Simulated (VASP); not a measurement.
SiC: single point with LDA

Crystal: SiC.

```
Si C
1.0
     0.00000    2.16449    2.17531
     2.16449    0.00000    2.17531
     2.16449    2.16449    0.00000
Si C
1 1
Direct
  0.00000 0.00000 0.00000
  0.75000 0.75000 0.75000
```

This cell differs from its parent crystal: z stretched by +0.5 %, x and y held.

- Program: VASP 6.6.1
- Task: single point
- Functional: LDA
- Potentials or basis: VASP PAW LDA potentials, release 64 (Si, C)
- Cutoff: 520 eV
- k mesh: 8 × 8 × 8
- Occupations: gaussian, width 0.01 eV
- Spin: no spin polarisation

* Pressure: -0.7 GPa
* Band gap on the k mesh: 1.26 eV, indirect (least direct gap 4.51 eV)

Stress tensor (GPa, compression positive):
```
-0.29  0.00  0.00
 0.00 -0.29  0.00
 0.00  0.00 -1.60
```

Levels at points of the mesh, in eV from the valence-band top:
| k point | band 2 | band 3 | band 4 | band 5 | band 6 | band 7 |
| --- | --- | --- | --- | --- | --- | --- |
| (0.00, 0.00, 0.00) | -0.03 | 0.00 | 0.00 | 6.46 | 7.28 | 7.28 |
| (0.50, 0.00, 0.00) | -8.65 | -1.10 | -1.04 | 5.51 | 7.14 | 7.22 |
| (0.50, 0.50, 0.00) | -7.91 | -3.20 | -3.20 | 1.31 | 4.29 | 14.00 |
| (0.50, 0.00, 0.50) | -7.85 | -3.26 | -3.25 | 1.26 | 4.20 | 13.90 |

Wall time 7.6 s on 1 thread of Intel(R) Xeon(R) Platinum 8259CL CPU @ 2.50GHz (Skylake/Cascade Lake), on a shared host, peak memory 0.13 GiB.

Caveat: the cell differs from its parent crystal (z stretched by +0.5 %, x and y held). A k mesh can miss the band edges.
